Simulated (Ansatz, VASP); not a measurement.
# Zn: VASP beside Ansatz

```
CELL_PARAMETERS angstrom
0.00000 1.71296 1.71296
1.71296 0.00000 1.71296
1.71296 1.71296 0.00000
ATOMIC_POSITIONS crystal
Zn 0.00000 0.00000 0.00000
```

Alike in both runs: task relaxation of cell and atoms; functional PBEsol; k mesh 10 × 10 × 10; occupations gaussian, width 0.1 eV; no spin polarisation.

|  | VASP | Ansatz |
| --- | --- | --- |
| version | VASP 6.6.1 | Ansatz 0.2.0 |
| potentials or method | VASP PAW PBE potentials, release 64 (Zn), cutoff 600 eV | scalar-relativistic, plane waves, PAW |
| valence electrons in the cell | 12 | 12 |

VASP gave:

```
gap on the k mesh at the Fermi level, each at its own relaxed structure (eV) : none
relaxed volume (Å³/atom)                                                     : 14.12
relaxed cell length with the largest relative difference (Å)                 : 2.713
```

Which values does Ansatz return?

gap on the k mesh at the Fermi level, each at its own relaxed structure (eV): none; relaxed volume (Å³/atom): 14.02; relaxed cell length with the largest relative difference (Å): 2.707.

VASP's potentials were made for PBE, not for PBEsol. A gap of «none» marks a metal or a gap that the smearing closes.

Noted on VASP's run: the volume moved by over 15 % at a fixed basis, so the end points are rough.
